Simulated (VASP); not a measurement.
# AlN (I4/mmm) in VASP: further runs

Runs on AlN. Level: r2SCAN. Tasks: single point.

Program: VASP 6.6.1. These are calculated values, not measurements. Logs are shortened: lines on timing, memory, paths and dates and some standing lists are left out, and cuts for length are marked.

### Step 1. The cell of the first run

The structure is tetragonal, space group I4/mmm (No. 139). The conventional cell has a = 2.855 Å, b = 2.855 Å, c = 3.997 Å, α = 90.00°, β = 90.00°, γ = 90.00°. Within 2.6 Å of Al (site symmetry 4/mmm) lie 6 N at 2.00 to 2.02 Å. N (site symmetry 4/mmm) has 6 Al at 2.00 to 2.02 Å within 2.6 Å.

### Step 2. Single point, r2SCAN (uniaxial z strain -1.0%)

Contents of POSCAR:

```
AlN
1.0
    0.0000000000      2.0188684521      1.9986797676
    2.0188684521      0.0000000000      1.9986797676
    2.0188684521      2.0188684521      0.0000000000
Al N
1 1
Direct
    0.0000000000      0.0000000000      0.0000000000
    0.5000000000      0.5000000000      0.5000000000
```

Contents of INCAR.step1:

```
ALGO = Normal ; EDIFF = 1E-4
ENCUT = 520 ; GGA = PE
ISMEAR = 0 ; LASPH = True
LCHARG = False ; LREAL = False
LWAVE = True ; NBANDS = 11
NELM = 100 ; PREC = Accurate
SIGMA = 0.01
```

Contents of INCAR.step2:

```
ALGO = Normal ; EDIFF = 1E-7
ENCUT = 520 ; ISIF = 2
ISMEAR = 0 ; ISTART = 1
LASPH = True ; LCHARG = True
LELF = True ; LMIXTAU = True
LREAL = False ; LVHAR = True
LWAVE = False ; METAGGA = R2SCAN
NBANDS = 11 ; NELM = 100
PREC = Accurate ; SIGMA = 0.01
```

Contents of KPOINTS:

```
k-points
0
Gamma
  10 10 10
```

Potentials or basis: VASP PAW PBE potentials, release 64 (Al, N).

Started as:

```console
$ cat potpaw_PBE.64/Al/POTCAR potpaw_PBE.64/N/POTCAR > POTCAR
$ cp INCAR.step1 INCAR
$ mpirun -np 1 vasp_std > vasp.out
$ cp INCAR.step2 INCAR
$ mpirun -np 1 vasp_std > vasp.out
```

OUTCAR:

```text
EDIFF = 1E-7
   ENCUT = 520
   ISIF = 2
   ISMEAR = 0
   ISTART = 1
   LASPH = True
   LREAL = False
   METAGGA = R2SCAN
   NELM = 100
   PREC = Accurate

 ion  position               nearest neighbor table
   1  0.000  0.000  0.000-   2 2.00   2 2.00   2 2.02   2 2.02   2 2.02   2 2.02
   2  0.500  0.500  0.500-   1 2.00   1 2.00   1 2.02   1 2.02   1 2.02   1 2.02

  LATTYP: Found a body centered tetragonal cell.
 ALAT       =     2.8551111456
 C/A-ratio  =     1.4000714268

  Lattice vectors:

 A1 = (   0.0000000000,  -2.0188684521,  -1.9986797676)
 A2 = (   0.0000000000,   2.0188684521,  -1.9986797676)
 A3 = (   2.0188684521,   0.0000000000,   1.9986797676)

Analysis of symmetry for initial positions (statically):
=====================================================================
 Subroutine PRICEL returns:
 Original cell was already a primitive cell.

 Routine SETGRP: Setting up the symmetry group for a
 body centered tetragonal supercell.

 Subroutine GETGRP returns: Found 16 space group operations
 (whereof 16 operations were pure point group operations)
 out of a pool of 16 trial point group operations.

The static configuration has the point symmetry D_4h.

Analysis of symmetry for dynamics (positions and initial velocities):
=====================================================================
 Subroutine PRICEL returns:
 Original cell was already a primitive cell.

 Routine SETGRP: Setting up the symmetry group for a
 body centered tetragonal supercell.

 Subroutine GETGRP returns: Found 16 space group operations
 (whereof 16 operations were pure point group operations)
 out of a pool of 16 trial point group operations.

The dynamic configuration has the point symmetry D_4h.

 Subroutine INISYM returns: Found 16 space group operations
 (whereof 16 operations are pure point group operations),
 and found     1 'primitive' translations

----------------------------------------------------------------------------------------

                                     Primitive cell

  volume of cell :      16.2926

  direct lattice vectors                    reciprocal lattice vectors
     0.000000000  2.018868452  1.998679768    -0.247663487  0.247663487  0.250165138
     2.018868452  0.000000000  1.998679768     0.247663487 -0.247663487  0.250165138
     2.018868452  2.018868452  0.000000000     0.247663487  0.247663487 -0.250165138

  length of vectors
     2.840871458  2.840871458  2.855111146     0.430414918  0.430414918  0.430414918

  position of ions in fractional coordinates (direct lattice)
     0.000000000  0.000000000  0.000000000
     0.500000000  0.500000000  0.500000000

  ion indices of the primitive-cell ions
   primitive index   ion index
                 1           1
                 2           2

----------------------------------------------------------------------------------------

 KPOINTS: k-points

Automatic generation of k-mesh.
 Grid dimensions read from file:
 generate k-points for:   10   10   10

 Generating k-lattice:

  Cartesian coordinates                     Fractional coordinates (reciprocal lattice)
    -0.024766349  0.024766349  0.025016514     0.100000000  0.000000000  0.000000000
     0.024766349 -0.024766349  0.025016514     0.000000000  0.100000000  0.000000000
     0.024766349  0.024766349 -0.025016514     0.000000000  0.000000000  0.100000000

  Length of vectors
     0.043041492  0.043041492  0.043041492

  Shift w.r.t. Gamma in fractional coordinates (k-lattice)
     0.000000000  0.000000000  0.000000000

 Subroutine IBZKPT returns following result:
 ===========================================

 Found    102 irreducible k-points:

 Following reciprocal coordinates:
            Coordinates               Weight
  0.000000  0.000000  0.000000      1.000000
  0.100000  0.000000  0.000000      8.000000
  0.200000  0.000000  0.000000      8.000000
  0.300000 -0.000000  0.000000      8.000000
  0.400000 -0.000000  0.000000      8.000000
  0.500000 -0.000000  0.000000      4.000000
[... 16 lines left out ...]
  0.300000  0.300000  0.000000      2.000000
  0.400000  0.300000  0.000000      8.000000
 [... further k-points ...]
   k-points           NKPTS =    102   k-points in BZ     NKDIM =    102   number of bands    NBANDS=     11
   number of dos      NEDOS =    301   number of ions     NIONS =      2
   total plane-waves  NPLWV =  13824
   dimension x,y,z NGX =    24 NGY =   24 NGZ =   24
   dimension x,y,z NGXF=    48 NGYF=   48 NGZF=   48
   ions per type =               1   1
   NGX,Y,Z   is equivalent  to a cutoff of  14.04, 14.04, 13.97 a.u.
   NGXF,Y,Z  is equivalent  to a cutoff of  28.09, 28.09, 27.95 a.u.
 SYSTEM =  unknown system
   PREC   = accura    normal or accurate (medium, high low for compatibility)
   ISTART =      1    job   : 0-new  1-cont  2-samecut
   ICHARG =      0    charge: 1-file 2-atom 10-const
   ISPIN  =      1    spin polarized calculation?
   LNONCOLLINEAR =      F non collinear calculations
   LSORBIT =      F    spin-orbit coupling
   LASPH  =      T    aspherical Exc in radial PAW
   ENCUT  =  520.0 eV  38.22 Ry    6.18 a.u.   5.28  5.28  5.31*2*pi/ulx,y,z
   NELM   =    100;   NELMIN=  2; NELMDL=  0     # of ELM steps
   EDIFF  = 0.1E-06   stopping-criterion for ELM
   LREAL  =      F    real-space projection
   EDIFFG = 0.1E-05   stopping-criterion for IOM
   NSW    =      0    number of steps for IOM
   IBRION =     -1    ionic relax: 0-MD 1-quasi-New 2-CG
   NFREE  =      0    steps in history (QN), initial steepest desc. (CG)
   ISIF   =      2    stress and relaxation
   ISYM   =      2    0-nonsym 1-usesym 2-fastsym
   POTIM  = 0.5000    time-step for ionic-motion
   TEBEG  =    0.0;   TEEND  =   0.0 temperature during run
   PSTRESS=    0.0 pullay stress
   NELECT =       8.0000    total number of electrons
   NUPDOWN=      -1.0000    fix difference up-down
   EMIN   =  10.00;   EMAX   =-10.00  energy-range for DOS
   EFERMI =   0.00;   METHOD = LEGACY
   ISMEAR =     0;   SIGMA  =   0.01  broadening in eV -4-tet -1-fermi 0-gaus
   EFERMI_NEDOS =   21; number of points for ismear=-14 and -15
   IALGO  =     38    algorithm
   IMIX   =      4    mixing-type and parameters
     AMIX     =   0.40;   BMIX     =  1.00
     AMIX_MAG =   1.60;   BMIX_MAG =  1.00
  volume/ion in A,a.u.               =       8.15        54.97
  Fermi-wavevector in a.u.,A,eV,Ry     =   1.291542  2.440660 22.695603  1.668080
  Thomas-Fermi vector in A             =   2.423305
   LORBIT       =      0    0 simple, 1 ext, 2 COOP (PROOUT), +10 PAW based schemes
   METAGGA = R2SCAN    functional components
   LHFCALC =     F    Hartree Fock is set to
   AEXX    =    0.0000 exact exchange contribution
   IVDW    =     0    specifies the selected vdW correction
   LEPSILON=     F    determine dielectric tensor
   LRPA    =     F    only Hartree local field effects (RPA)
 non-spin polarized calculation
 Gauss-broadening in eV      SIGMA  =   0.01
  energy-cutoff  :      520.00
  volume of cell :       16.29
 maximum number of plane-waves:       448
 NGX is ok and might be reduce to    24
   NGX = 11   NGY = 11   NGZ = 11

 number of electron       7.9999999 magnetization

 Free energy of the ion-electron system (eV)
  ---------------------------------------------------
  ext. energy  EPLUGINS =         0.00000000
  ---------------------------------------------------
  free energy    TOTEN  =       -18.89504954 eV

  energy without entropy =      -18.89504954  energy(sigma->0) =      -18.89504954

 E-fermi :  10.1422     XC(G=0): -12.9488

 val. band max:        9.9816333639   @ k =   0.0000   0.0000   0.0000
 cond. band min:      15.5238899009   @ k =   0.5000   0.5000   0.0000
 fundamental gap:      5.5422565370
 Fermi energy:        10.1422182888

 k-point     1 :       0.0000    0.0000    0.0000
  band No.  band energies     occupation
      1      -8.5756      2.00000
      2       9.9067      2.00000
      3       9.9816      2.00000
      4       9.9816      2.00000
      5      16.6860      0.00000
      6      22.8702      0.00000
      7      22.8702      0.00000
      8      23.0133      0.00000
      9      28.4725      0.00000
     10      28.7460      0.00000
     11      28.8191      0.00000

 k-point     2 :       0.1000    0.0000    0.0000
  band No.  band energies     occupation
      1      -8.3640      2.00000
      2       8.9230      2.00000
      3       9.8047      2.00000
      4       9.8420      2.00000
      5      17.3092      0.00000
      6      22.0949      0.00000
      7      23.1978      0.00000
      8      23.3003      0.00000
      9      27.1669      0.00000
     10      27.4506      0.00000
     11      29.8898      0.00000

 k-point     3 :       0.2000    0.0000    0.0000
  band No.  band energies     occupation
      1      -7.7504      2.00000
      2       6.7084      2.00000
      3       9.4911      2.00000
      4       9.5031      2.00000
      5      17.9011      0.00000
      6      21.7689      0.00000
      7      23.4489      0.00000
      8      23.6354      0.00000
      9      26.6367      0.00000
     10      26.7707      0.00000
     11      29.2690      0.00000

 k-point     4 :       0.3000   -0.0000    0.0000
  band No.  band energies     occupation
      1      -6.8165      2.00000
      2       4.2926      2.00000
      3       9.1279      2.00000
      4       9.1431      2.00000
      5      17.5443      0.00000
      6      22.7602      0.00000
      7      22.9495      0.00000
      8      23.0111      0.00000
      9      28.2298      0.00000
     10      28.2406      0.00000
     11      28.4032      0.00000
[... 239 lines left out ...]
 k-point    22 :      -0.2000    0.2000    0.0000
  band No.  band energies     occupation
      1      -6.5271      2.00000
      2       4.9027      2.00000
      3       6.8903      2.00000
      4       9.1795      2.00000
      5      19.6393      0.00000
      6      20.9701      0.00000
      7      22.0204      0.00000
      8      23.5963      0.00000
      9      25.8715      0.00000
     10      30.4621      0.00000
     11      32.5512      0.00000

 k-point    23 :       0.3000    0.3000    0.0000
  band No.  band energies     occupation
      1      -6.2347      2.00000
      2       4.9481      2.00000
      3       7.8019      2.00000
      4       7.8019      2.00000
      5      17.3278      0.00000
      6      17.8950      0.00000
      7      23.0964      0.00000
      8      26.9081      0.00000
      9      26.9081      0.00000
     10      31.4138      0.00000
     11      35.8516      0.00000

 k-point    24 :       0.4000    0.3000    0.0000
  band No.  band energies     occupation
      1      -5.4658      2.00000
      2       3.8787      2.00000
      3       7.0276      2.00000
      4       7.5215      2.00000
      5      16.9704      0.00000
      6      17.7032      0.00000
      7      23.5443      0.00000
      8      26.8745      0.00000
      9      27.7944      0.00000
     10      32.9446      0.00000
     11      36.5615      0.00000

 [... further k-points ...]
[... 5 lines left out ...]
  --------------------------------------------------------------------------------------
  -------------------------------------------------------------------------------------
  Total        0.1022706      0.1022706      0.4246677      0.0000000      0.0000000     -0.0000000
  in kB       10.0570882     10.0570882     41.7609653      0.0000000      0.0000000     -0.0000000
  external PRESSURE =      20.6250472 kB  Pullay stress =       0.0000000 kB

 VOLUME and BASIS-vectors are now :
 -----------------------------------------------------------------------------
  energy-cutoff  :      520.00
  volume of cell :       16.29
      direct lattice vectors                 reciprocal lattice vectors
     0.000000000  2.018868452  1.998679768    -0.247663487  0.247663487  0.250165138
     2.018868452  0.000000000  1.998679768     0.247663487 -0.247663487  0.250165138
     2.018868452  2.018868452  0.000000000     0.247663487  0.247663487 -0.250165138

 POSITION                                       TOTAL-FORCE (eV/Angst)
 -----------------------------------------------------------------------------------
      0.00000      0.00000      0.00000         0.000000     -0.000000     -0.000000
      2.01887      2.01887      1.99868        -0.000000      0.000000      0.000000
 -----------------------------------------------------------------------------------
    total drift:                               -0.000000     -0.000000      0.000000

  FREE ENERGIE OF THE ION-ELECTRON SYSTEM (eV)
  ---------------------------------------------------
  free  energy   TOTEN  =       -18.8950495378 eV

  energy  without entropy=      -18.8950495378  energy(sigma->0) =      -18.89504954
```

It took 64 s on 1 thread of AMD EPYC 9R45 (Zen 5), shared host; peak memory 0.12 GiB.

What came out:

```
Free energy            : -18.8950 eV
Pressure               : 2.1 GPa
Band gap on the k mesh : 5.54 eV, indirect (least direct gap 6.70 eV)
```

Levels at points of the mesh, in eV from the valence-band top:
```
           k point  band 1  band 2  band 3  band 4  band 5  band 6  band 7  band 8
(0.00, 0.00, 0.00)  -18.56   -0.07    0.00    0.00    6.70   12.89   12.89   13.03
(0.50, 0.00, 0.00)  -15.26   -8.56   -1.23   -1.19    6.97   11.88   12.13   14.83
(0.50, 0.50, 0.00)  -14.21   -7.64   -3.01   -3.01    5.54    5.87   15.62   18.84
(0.50, 0.00, 0.50)  -14.30   -7.68   -3.00   -2.86    5.64    5.97   15.49   18.77
```

Caveat: the cell differs from its parent crystal (uniaxial z strain -1.0%); the PAW data sets were made with another functional, which shifts forces and pressure a little. A k mesh can miss the band edges.

(Continued in part 2 of 2.)
